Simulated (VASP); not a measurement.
**TiB2: relaxation of cell and atoms with PBEsol**

The system is TiB2.

```
Ti B
1.0
     3.02920    0.00000    0.00000
    -1.51460    2.62336    0.00000
     0.00000    0.00000    3.22840
Ti B
1 2
Direct
  0.00000 0.00000 0.00000
  0.66667 0.33333 0.50000
  0.33333 0.66667 0.50000
```

- Program: VASP 6.6.1
- Task: relaxation of cell and atoms
- Functional: PBEsol
- Potentials or basis: VASP PAW PBE potentials, release 64 (Ti_sv, B)
- Cutoff: 600 eV
- k mesh: 10 × 10 × 8
- Occupations: fermi-dirac, width 0.05 eV
- Spin: no spin polarisation
- Target pressure: 5 GPa
- Dipole correction: no
- Further INCAR settings: ALGO = Normal; EDIFF = 1e-06; IBRION = 2; EDIFFG = -0.01; NSW = 60; ISIF = 3

```yaml
Relaxed_volume: 8.23 Å³/atom
Relaxed_cell: a = 3.002 Å, b = 3.002 Å, c = 3.166 Å, α = 90.00°, β = 90.00°, γ = 120.00°
Space_group_after_relaxing_to_0.1_Å: P6/mmm (No. 191)
Energy_change_on_relaxing_the_run_minimises_the_enthalpy: -0.5 meV/atom
Ionic_steps: 4
Pressure_after_relaxing: 4.9 GPa
Band_gap_on_the_k_mesh: zero (bands 9 and 10 overlap by 0.75 eV)
```

Stress tensor (GPa, compression positive):
```
4.98 0.00 0.00
0.00 4.98 0.00
0.00 0.00 4.88
```

Step by step:
| step | energy change (eV) | largest force (eV/Å) | pressure (GPa) | volume (Å³) |
| --- | --- | --- | --- | --- |
| 1 | 0.0000 | 0.0000 | -4.73 | 25.66 |
| 2 | 0.0616 | 0.0000 | 16.87 | 23.78 |
| 3 | -0.0007 | 0.0000 | 5.14 | 24.71 |
| 4 | -0.0016 | 0.0000 | 4.95 | 24.70 |

Final structure:
```cif
data_structure
_symmetry_space_group_name_H-M 'P 1'
_symmetry_Int_Tables_number 1
_cell_length_a 3.0016
_cell_length_b 3.0016
_cell_length_c 3.1662
_cell_angle_alpha 90.000
_cell_angle_beta 90.000
_cell_angle_gamma 120.000
_cell_volume 24.70
loop_
_atom_site_label
_atom_site_type_symbol
_atom_site_fract_x
_atom_site_fract_y
_atom_site_fract_z
_atom_site_occupancy
Ti1 Ti 0.00000 0.00000 0.00000 1
B1 B 0.66667 0.33333 0.50000 1
B2 B 0.33333 0.66667 0.50000 1
```

Levels at points of the mesh, in eV from the Fermi level:
| k point | band 7 | band 8 | band 9 | band 10 | band 11 | band 12 |
| --- | --- | --- | --- | --- | --- | --- |
| (0.00, 0.00, 0.00) | -2.67 | -2.14 | -2.11 | 2.09 | 2.09 | 4.01 |
| (0.50, 0.00, 0.00) | -3.24 | -3.18 | -2.32 | 1.51 | 2.95 | 3.48 |
| (0.00, 0.00, 0.50) | -0.48 | -0.48 | -0.18 | -0.18 | 0.53 | 0.53 |
| (0.50, 0.00, 0.50) | -4.73 | -3.90 | -3.08 | 2.78 | 3.16 | 4.93 |

Wall time 110 s on 1 thread of Intel Xeon 8259CL, with other jobs on the host, peak memory 0.17 GiB.

Caveat: the cell is relaxed towards a set pressure, so the run minimises the enthalpy, not the energy; the PAW data sets were made with another functional, which shifts forces and pressure a little.
